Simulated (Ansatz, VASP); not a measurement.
# Pt: VASP beside Ansatz

Contents of POSCAR:

```
Pt
1.0
    3.0022238572      0.0000000000      0.0000000000
   -1.5011119286      2.6000021281      0.0000000000
    0.0000000000      0.0000000000      4.7921340000
Pt
2
Direct
    0.6666666667      0.3333333333      0.7500000000
    0.3333333333      0.6666666667      0.2500000000
```

The input INCAR.step1:

```
PREC = Accurate ; ENCUT = 520
ISMEAR = 0 ; SIGMA = 0.15
LREAL = False ; LASPH = True
NELM = 60 ; NBANDS = 17
GGA = PE ; ALGO = Normal
EDIFF = 1E-4 ; LWAVE = True
LCHARG = False
```

Contents of INCAR.step2:

```
PREC = Accurate ; ENCUT = 520
EDIFF = 1E-6 ; ISMEAR = 0
SIGMA = 0.15 ; LREAL = False
LASPH = True ; NELM = 60
ALGO = Normal ; ISIF = 2
LWAVE = False ; LCHARG = False
METAGGA = R2SCAN ; LMIXTAU = True
NBANDS = 17 ; ISTART = 1
```

File KPOINTS:

```
Automatic mesh
0
Gamma
  18 18 10
```

Input for Ansatz:

```yaml
crystal:
  lattice:
    - [3.0022238572, 0.0, 0.0]
    - [-1.5011119286, 2.6000021281, 0.0]
    - [0.0, 0.0, 4.792134]
  atoms:
    - { symbol: Pt, position: [0.6666666667, 0.3333333333, 0.75] }
    - { symbol: Pt, position: [0.3333333333, 0.6666666667, 0.25] }
basis:
  ecutwfc: 500
kpoints:
  mp_grid: { grid: [18, 18, 10] }
hamiltonian:
  xc: r2scan
scf:
  occupations: { method: gaussian, width: 0.15 }
output:
  forces: true
  stress: true
  eigenvalues: true
```

Change from the starting cell: strain +0.0875 x Voigt [1, 1, 0, 0, 0, 0], atoms carried along.

Alike in both runs: task single point; functional r2SCAN; k mesh 18 × 18 × 10; occupations gaussian, width 0.15 eV; no spin polarisation.

|  | VASP | Ansatz |
| --- | --- | --- |
| version | VASP 6.6.1 | Ansatz 0.2.0 |
| potentials or method | VASP PAW PBE potentials, release 64 (Pt), cutoff 520 eV | scalar-relativistic, plane waves, PAW |
| valence electrons in the cell | 20 | 36 |

```tsv
	VASP	Ansatz	Ansatz less VASP
gap on the k mesh at the Fermi level (eV)	none	none	-
pressure (GPa)	-29.7	-29.8	-0.12
traceless stress, the component that is largest in VASP (GPa)	2.83	2.82	-0.004
```

VASP's potentials were made for PBE, not for r2SCAN. A gap of «none» marks a metal or a gap that the smearing closes. Both programs put the cell under strong tension, so it lies far from rest at this level. With one functional, cell and mesh, what is left measures potentials, basis and numerics. VASP's potentials hold 20 valence electrons a cell and Ansatz's 36, so a difference there can come from the potentials and not from the codes.

Spin-orbit coupling is off throughout.
